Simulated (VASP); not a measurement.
# GdO (F-43m) in VASP: further runs

GdO is run at these levels: PBEsol, PBEsol-based global hybrid with 25 % exact exchange; tasks: relaxation of cell and atoms, single point.

All numbers are computed with VASP 6.6.1; they aren't measurements. Logs are shortened: lines on timing, memory, paths and dates and some standing lists are left out, and cuts for length are marked.

**1. The cell of the first run**

The structure is cubic, space group F-43m (No. 216). The conventional cell has a = 5.400 Å, b = 5.400 Å, c = 5.400 Å, α = 90.00°, β = 90.00°, γ = 90.00°. Gd (site symmetry -43m) has 4 O at 2.34 Å within 3.1 Å. O (site symmetry -43m) has 4 Gd at 2.34 Å within 3.1 Å.

**2. Relaxation of cell and atoms, PBEsol, collinear spin, ferromagnetic start, target pressure 10 GPa, at which the enthalpy is minimised**

Contents of INCAR:

```
SYSTEM = GdO
PREC = Accurate
ENCUT = 600
EDIFF = 1E-6
ISMEAR = -1
SIGMA = 0.05
LREAL = .False.
LASPH = .True.
NELM = 150
ALGO = Normal
ISIF = 3
LWAVE = .False.
LCHARG = .False.
ISPIN = 2
MAGMOM = 7 0
LORBIT = 11
LMAXMIX = 6
GGA = PS
IBRION = 2
NSW = 60
EDIFFG = -0.01
PSTRESS = 100.0
```

Contents of KPOINTS:

```
Automatic mesh
0
Gamma
  9 9 9
  0 0 0
```

Contents of POSCAR:

```
GdO
1.0
    0.0000000000      2.7000000000      2.7000000000
    2.7000000000      0.0000000000      2.7000000000
    2.7000000000      2.7000000000      0.0000000000
Gd O
1 1
Direct
    0.0000000000      0.0000000000      0.0000000000
    0.2500000000      0.2500000000      0.2500000000
```

Potentials or basis: VASP PAW PBE potentials, release 64 (Gd, O).

Run with:

```
> cat potpaw_PBE.64/Gd/POTCAR potpaw_PBE.64/O/POTCAR > POTCAR
> mpirun -np 1 vasp_std > vasp.out
```

OUTCAR:

```text
SYSTEM = GdO
   PREC = Accurate
   ENCUT = 600
   EDIFF = 1E-6
   ISMEAR = -1
   LREAL = .False.
   LASPH = .True.
   NELM = 150
   ISIF = 3
   ISPIN = 2
   LORBIT = 11
   GGA = PS
   IBRION = 2
   NSW = 60
   EDIFFG = -0.01
   PSTRESS = 100.0

 ion  position               nearest neighbor table
   1  0.000  0.000  0.000-   2 2.34   2 2.34   2 2.34   2 2.34
   2  0.250  0.250  0.250-   1 2.34   1 2.34   1 2.34   1 2.34

  LATTYP: Found a face centered cubic cell.
 ALAT       =     5.4000000000

  Lattice vectors:

 A1 = (   0.0000000000,   2.7000000000,   2.7000000000)
 A2 = (   2.7000000000,   0.0000000000,   2.7000000000)
 A3 = (   2.7000000000,   2.7000000000,   0.0000000000)

Analysis of symmetry for initial positions (statically):
=====================================================================
 Subroutine PRICEL returns:
 Original cell was already a primitive cell.

 Routine SETGRP: Setting up the symmetry group for a
 face centered cubic supercell.

 Subroutine GETGRP returns: Found 24 space group operations
 (whereof 24 operations were pure point group operations)
 out of a pool of 48 trial point group operations.

The static configuration has the point symmetry T_d .

Analysis of symmetry for dynamics (positions and initial velocities):
=====================================================================
 Subroutine PRICEL returns:
 Original cell was already a primitive cell.

 Routine SETGRP: Setting up the symmetry group for a
 face centered cubic supercell.

 Subroutine GETGRP returns: Found 24 space group operations
 (whereof 24 operations were pure point group operations)
 out of a pool of 48 trial point group operations.

The dynamic configuration has the point symmetry T_d .

Analysis of structural, dynamic, and magnetic symmetry:
=====================================================================
 Subroutine PRICEL returns:
 Original cell was already a primitive cell.

 Routine SETGRP: Setting up the symmetry group for a
 face centered cubic supercell.

 Subroutine GETGRP returns: Found 24 space group operations
 (whereof 24 operations were pure point group operations)
 out of a pool of 48 trial point group operations.

The overall configuration has the point symmetry T_d .

 Subroutine INISYM returns: Found 24 space group operations
 (whereof 24 operations are pure point group operations),
 and found     1 'primitive' translations

----------------------------------------------------------------------------------------

                                     Primitive cell

  volume of cell :      39.3660

  direct lattice vectors                    reciprocal lattice vectors
     0.000000000  2.700000000  2.700000000    -0.185185185  0.185185185  0.185185185
     2.700000000  0.000000000  2.700000000     0.185185185 -0.185185185  0.185185185
     2.700000000  2.700000000  0.000000000     0.185185185  0.185185185 -0.185185185

  length of vectors
     3.818376618  3.818376618  3.818376618     0.320750150  0.320750150  0.320750150

  position of ions in fractional coordinates (direct lattice)
     0.000000000  0.000000000  0.000000000
     0.250000000  0.250000000  0.250000000

  ion indices of the primitive-cell ions
   primitive index   ion index
                 1           1
                 2           2

----------------------------------------------------------------------------------------

 KPOINTS: Automatic mesh

Automatic generation of k-mesh.
 Grid dimensions read from file:
 generate k-points for:    9    9    9

 Generating k-lattice:

  Cartesian coordinates                     Fractional coordinates (reciprocal lattice)
    -0.020576132  0.020576132  0.020576132     0.111111111  0.000000000  0.000000000
     0.020576132 -0.020576132  0.020576132     0.000000000  0.111111111  0.000000000
     0.020576132  0.020576132 -0.020576132     0.000000000  0.000000000  0.111111111

  Length of vectors
     0.035638906  0.035638906  0.035638906

  Shift w.r.t. Gamma in fractional coordinates (k-lattice)
     0.000000000  0.000000000  0.000000000

 Subroutine IBZKPT returns following result:
 ===========================================

 Found     35 irreducible k-points:

 Following reciprocal coordinates:
            Coordinates               Weight
  0.000000  0.000000  0.000000      1.000000
  0.111111  0.000000  0.000000      8.000000
  0.222222  0.000000  0.000000      8.000000
  0.333333  0.000000  0.000000      8.000000
  0.444444  0.000000  0.000000      8.000000
  0.111111  0.111111  0.000000      6.000000
[... 16 lines left out ...]
 -0.333333  0.333333  0.000000     12.000000
  0.444444  0.444444  0.000000      6.000000
 [... further k-points ...]
   k-points           NKPTS =     35   k-points in BZ     NKDIM =     35   number of bands    NBANDS=     20
   number of dos      NEDOS =    301   number of ions     NIONS =      2
   total plane-waves  NPLWV =  32768
   dimension x,y,z NGX =    32 NGY =   32 NGZ =   32
   dimension x,y,z NGXF=    64 NGYF=   64 NGZF=   64
   ions per type =               1   1
   NGX,Y,Z   is equivalent  to a cutoff of  13.93, 13.93, 13.93 a.u.
   NGXF,Y,Z  is equivalent  to a cutoff of  27.86, 27.86, 27.86 a.u.
 SYSTEM =  GdO
   PREC   = accura    normal or accurate (medium, high low for compatibility)
   ISTART =      0    job   : 0-new  1-cont  2-samecut
   ICHARG =      2    charge: 1-file 2-atom 10-const
   ISPIN  =      2    spin polarized calculation?
   LNONCOLLINEAR =      F non collinear calculations
   LSORBIT =      F    spin-orbit coupling
   LASPH  =      T    aspherical Exc in radial PAW
   ENCUT  =  600.0 eV  44.10 Ry    6.64 a.u.   7.63  7.63  7.63*2*pi/ulx,y,z
   NELM   =    150;   NELMIN=  2; NELMDL= -5     # of ELM steps
   EDIFF  = 0.1E-05   stopping-criterion for ELM
   LREAL  =      F    real-space projection
   EDIFFG = -.1E-01   stopping-criterion for IOM
   NSW    =     60    number of steps for IOM
   IBRION =      2    ionic relax: 0-MD 1-quasi-New 2-CG
   NFREE  =      1    steps in history (QN), initial steepest desc. (CG)
   ISIF   =      3    stress and relaxation
   ISYM   =      2    0-nonsym 1-usesym 2-fastsym
   POTIM  = 0.5000    time-step for ionic-motion
   TEBEG  =    0.0;   TEEND  =   0.0 temperature during run
   PSTRESS=  100.0 pullay stress
   NELECT =      24.0000    total number of electrons
   NUPDOWN=      -1.0000    fix difference up-down
   EMIN   =  10.00;   EMAX   =-10.00  energy-range for DOS
   EFERMI =   0.00;   METHOD = LEGACY
   ISMEAR =    -1;   SIGMA  =   0.05  broadening in eV -4-tet -1-fermi 0-gaus
   EFERMI_NEDOS =   21; number of points for ismear=-14 and -15
   IALGO  =     38    algorithm
   IMIX   =      4    mixing-type and parameters
     AMIX     =   0.40;   BMIX     =  1.00
     AMIX_MAG =   1.60;   BMIX_MAG =  1.00
  volume/ion in A,a.u.               =      19.68       132.83
  Fermi-wavevector in a.u.,A,eV,Ry     =   1.388156  2.623234 26.218100  1.926976
  Thomas-Fermi vector in A             =   2.512309
   LORBIT       =     11    0 simple, 1 ext, 2 COOP (PROOUT), +10 PAW based schemes
   GGA     = PS    functional components
   LHFCALC =     F    Hartree Fock is set to
   AEXX    =    0.0000 exact exchange contribution
   IVDW    =     0    specifies the selected vdW correction
   LEPSILON=     F    determine dielectric tensor
   LRPA    =     F    only Hartree local field effects (RPA)
 conjugate gradient relaxation of ions
 spin polarized calculation
  energy-cutoff  :      600.00
  volume of cell :       39.37
 maximum number of plane-waves:      1363
   NGX = 15   NGY = 15   NGZ = 15

--------------------------------------- Ionic step        1  -------------------------------------------

 number of electron      24.0000004 magnetization       7.5215834

 Free energy of the ion-electron system (eV)
  ---------------------------------------------------
  ext. energy  EPLUGINS =         0.00000000
  ---------------------------------------------------
  free energy    TOTEN  =       -22.69901407 eV

  energy without entropy =      -22.68228414  energy(sigma->0) =      -22.69064911

 E-fermi :   3.9500     XC(G=0): -10.2968

 val. band max:        3.9181751863   @ k =   0.3333   0.2222   0.0000
 cond. band min:       3.9868099812   @ k =   0.3333   0.2222   0.0000
 fundamental gap:      0.0686347950
 Fermi energy:         3.9499596765

 spin component 1

 k-point     1 :       0.0000    0.0000    0.0000
  band No.  band energies     occupation
      1     -41.5192      1.00000
      2     -18.8001      1.00000
      3     -18.8001      1.00000
      4     -18.8001      1.00000
      5     -15.4325      1.00000
      6      -2.0021      1.00000
[... 1206 lines left out ...]
  FREE ENERGIE OF THE ION-ELECTRON SYSTEM (eV)
  ---------------------------------------------------
  free  energy   TOTEN  =       -22.6648615569 eV

  energy  without entropy=      -22.6604389030  energy(sigma->0) =      -22.66265023

  enthalpy is  TOTEN    =       -20.5175815025 eV   P V=        2.1472800544

[... ionic steps 4 to 25 ...]

--------------------------------------- Ionic step       26  -------------------------------------------

 number of electron      24.0000004 magnetization      -7.4717458

------------------------ aborting loop because EDIFF is reached ----------------------------------------

  FORCE on cell =-STRESS in cart. coord.  units (eV):
  Direction    XX          YY          ZZ          XY          YZ          ZX
  --------------------------------------------------------------------------------------
  -------------------------------------------------------------------------------------
  Total        2.0274966      2.0274966      2.0274966      0.0000000     -0.0000000      0.0000000
  in kB       93.8219896     93.8219896     93.8219896      0.0000000     -0.0000000      0.0000000
  external PRESSURE =      -6.1780104 kB  Pullay stress =     100.0000000 kB
[... 61 lines left out ...]
  enthalpy is  TOTEN    =       -20.4818019204 eV   P V=        2.1585853314

--------------------------------------- Ionic step       28  -------------------------------------------

 number of electron      24.0000004 magnetization      -7.4699009

 Free energy of the ion-electron system (eV)
  ---------------------------------------------------
  ext. energy  EPLUGINS =         0.00000000
  ---------------------------------------------------
  free energy    TOTEN  =       -22.64158636 eV

  energy without entropy =      -22.62684206  energy(sigma->0) =      -22.63421421

 E-fermi :   4.9175     XC(G=0): -10.9435

 val. band max:        4.8541795495   @ k =  -0.2222   0.1111   0.0000
 cond. band min:       4.9353120316   @ k =  -0.3333   0.1111   0.0000
 fundamental gap:      0.0811324821
 Fermi energy:         4.9174761133

 spin component 1

 k-point     1 :       0.0000    0.0000    0.0000
  band No.  band energies     occupation
      1     -37.3050      1.00000
      2     -15.3475      1.00000
      3     -15.3475      1.00000
      4     -15.3475      1.00000
      5     -15.1326      1.00000
      6      -1.4851      1.00000
[... 1128 lines left out ...]
  FREE ENERGIE OF THE ION-ELECTRON SYSTEM (eV)
  ---------------------------------------------------
  free  energy   TOTEN  =       -22.6415863638 eV

  energy  without entropy=      -22.6268420577  energy(sigma->0) =      -22.63421421

  enthalpy is  TOTEN    =       -20.4817920853 eV   P V=        2.1597942786

 reached required accuracy - stopping structural energy minimisation

 total charge

# of ion       s       p       d       f       tot
--------------------------------------------------
    1        2.038   5.633   0.560   7.082  15.313
    2        1.567   3.461   0.000   0.000   5.028
--------------------------------------------------
tot          3.605   9.094   0.560   7.082  20.341

 magnetization (x)

# of ion       s       p       d       f       tot
--------------------------------------------------
    1       -0.001   0.042  -0.191  -6.712  -6.862
    2        0.000   0.035   0.000   0.000   0.035
--------------------------------------------------
tot         -0.001   0.077  -0.191  -6.712  -6.827
```

It took 26 min on 1 thread of Intel Xeon Platinum 8488C (Sapphire Rapids), shared host; peak memory 0.28 GiB.

Results:

```yaml
Free_energy: -22.6416 eV
Relaxed_volume: 17.30 Å³/atom
Relaxed_cell: a = 3.658 Å, b = 3.658 Å, c = 3.658 Å, α = 60.00°, β = 60.00°, γ = 60.00°
Space_group_after_relaxing_to_0.1_Å: F-43m (No. 216)
Energy_change_on_relaxing_the_run_minimises_the_enthalpy: +28.7 meV/atom
Ionic_steps: 28
Pressure_after_relaxing: 10.0 GPa
Net_moment: -7.47 μB per cell
Site_moments: Gd -6.86; O +0.04 μB
Valence_electrons_inside_the_program's_atomic_spheres: Gd 15.31; O 5.03
```

The path:
```tsv
step	energy change (eV)	largest force (eV/Å)	pressure (GPa)	volume (Å³)
1	0.0000	0.0000	-4.26	39.37
2	0.5922	0.0000	34.60	30.21
3	0.0342	0.0000	10.30	34.40
4	0.0282	0.0000	10.60	34.50
5	-0.0231	0.0000	1.78	36.88
6	0.0548	0.0000	9.72	34.65
7	0.0550	0.0000	9.73	34.64
8	0.0554	0.0000	9.68	34.64
9	0.0554	0.0000	9.72	34.64
10	0.0554	0.0000	9.75	34.64
11	0.0554	0.0000	9.76	34.64
12	0.0555	0.0000	9.77	34.64
13	0.0556	0.0000	9.77	34.63
14	0.0557	0.0000	9.76	34.63
15	0.0561	0.0000	9.75	34.63
16	0.0567	0.0000	9.77	34.61
17	0.0581	0.0000	9.80	34.59
18	0.0608	0.0000	9.85	34.55
19	0.0665	0.0000	9.90	34.46
20	0.0783	0.0000	11.16	34.29
21	0.0674	0.0000	10.56	34.45
22	0.0667	0.0000	10.51	34.46
23	0.0652	0.0000	10.50	34.48
24	0.0609	0.0000	10.59	34.55
25	0.0526	0.0000	9.54	34.68
26	0.0562	0.0000	9.38	34.62
27	0.0586	0.0000	10.34	34.58
28	0.0574	0.0000	10.00	34.60
```

Final structure:
```
Gd O
1.0
     0.00000    2.58641    2.58641
     2.58641    0.00000    2.58641
     2.58641    2.58641    0.00000
Gd O
1 1
Cartesian
  0.0000 0.0000 0.0000
  1.2932 1.2932 1.2932
```

Caveat: the cell is relaxed towards a set pressure, so the run minimises the enthalpy, not the energy; the PAW data sets were made with another functional, which shifts forces and pressure a little; spin-orbit coupling is left out, which moves the levels of the heavy elements; a cell with one magnetic atom can't hold antiferromagnetic order, which such compounds often take; semilocal functionals describe open f shells poorly, which spoils levels, moments and volumes.

[end of part 1 of 2]
